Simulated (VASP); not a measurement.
Here is a VASP 6.6.1 calculation.

The input INCAR:

```
SYSTEM = BeS
  ALGO = Normal
  EDIFF = 1E-7
  EDIFFG = -0.001
  ENCUT = 600
  GGA = PS
  IBRION = 2
  ISIF = 3
  ISMEAR = 0
  LASPH = .True.
  LCHARG = .False.
  LREAL = .False.
  LWAVE = .False.
  NELM = 100
  NSW = 80
  PREC = Accurate
  PSTRESS = 90.0
  SIGMA = 0.01
```

The input KPOINTS:

```
k-points
0
Gamma
  8 8 8
  0 0 0
```

Contents of POSCAR:

```
BeS
1.0
    0.0000000000      2.4189957384      2.4189957384
    2.4189957384      0.0000000000      2.4189957384
    2.4189957384      2.4189957384      0.0000000000
Be S
1 1
Direct
    0.0000000000      0.0000000000      0.0000000000
    0.7500000000      0.7500000000      0.7500000000
```

Potentials or basis: VASP PAW PBE potentials, release 64 (Be, S).

Launch:

```console
$ cat potpaw_PBE.64/Be/POTCAR potpaw_PBE.64/S/POTCAR > POTCAR
$ mpirun -np 1 vasp_std > vasp.out
```

**Question.** Predict the space group after relaxing (to 0.05 Å).

**Answer.** F-43m (No. 216).

**Question.** Estimate the relaxed volume.

**Answer.** 13.09 Å³/atom.

**Question.** Estimate the band gap on the k mesh.

**Answer.** 2.72 eV, indirect (least direct gap 5.55 eV).

**Question.** What does it give for the relaxed cell?

**Answer.** a = 3.333 Å, b = 3.333 Å, c = 3.333 Å, α = 60.00°, β = 60.00°, γ = 60.00°.

Final structure:
```xyz
2
Lattice="0.0000 2.3569 2.3569 2.3569 0.0000 2.3569 2.3569 2.3569 0.0000" Properties=species:S:1:pos:R:3 pbc="T T T"
Be    0.0000    0.0000    0.0000
S     3.5353    3.5353    3.5353
```

Caveat: the cell is relaxed towards a set pressure, so the enthalpy falls and the energy may rise; the PAW data sets were made with another functional, which shifts forces and pressure a little. A hybrid or GW would open this gap; PBEsol tends to underestimate it.
